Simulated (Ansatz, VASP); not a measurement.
## CdTe in VASP and in Ansatz

```
CELL_PARAMETERS angstrom
3.07547 -3.10489 0.00000
3.07547 3.10489 0.00000
0.00000 0.00000 6.11089
ATOMIC_POSITIONS crystal
Cd 0.27703 0.72297 0.75000
Cd 0.72297 0.27703 0.25000
Te 0.76614 0.23386 0.75000
Te 0.23386 0.76614 0.25000
```

Change from the starting cell: volume scaled by 1.01.

Alike in both runs: task single point; functional PBEsol; k mesh 9 × 9 × 6; occupations fermi-dirac, width 0.05 eV; no spin polarisation.

```csv
,VASP,Ansatz
version,VASP 6.6.1,Ansatz 0.2.0
potentials or method,"VASP PAW PBE potentials, release 64 (Cd, Te), cutoff 520 eV","all-electron LAPW, scalar-relativistic"
```

Ansatz gave:

* pressure (GPa): -3.6
* traceless stress, the component that is largest in VASP (GPa): 0.22
* rms of the force components (eV/Å): 0.030

Question: What did VASP give for the same quantities?

Answer: Pressure (GPa): -3.4; traceless stress, the component that is largest in VASP (GPa): 0.23; rms of the force components (eV/Å): 0.028.

VASP's potentials were made for PBE, not for PBEsol. Atom by atom the forces differ by 0.003 eV/Å (rms over components). Ansatz ran all-electron here, and VASP with PAW potentials.

Spin-orbit coupling is off throughout.
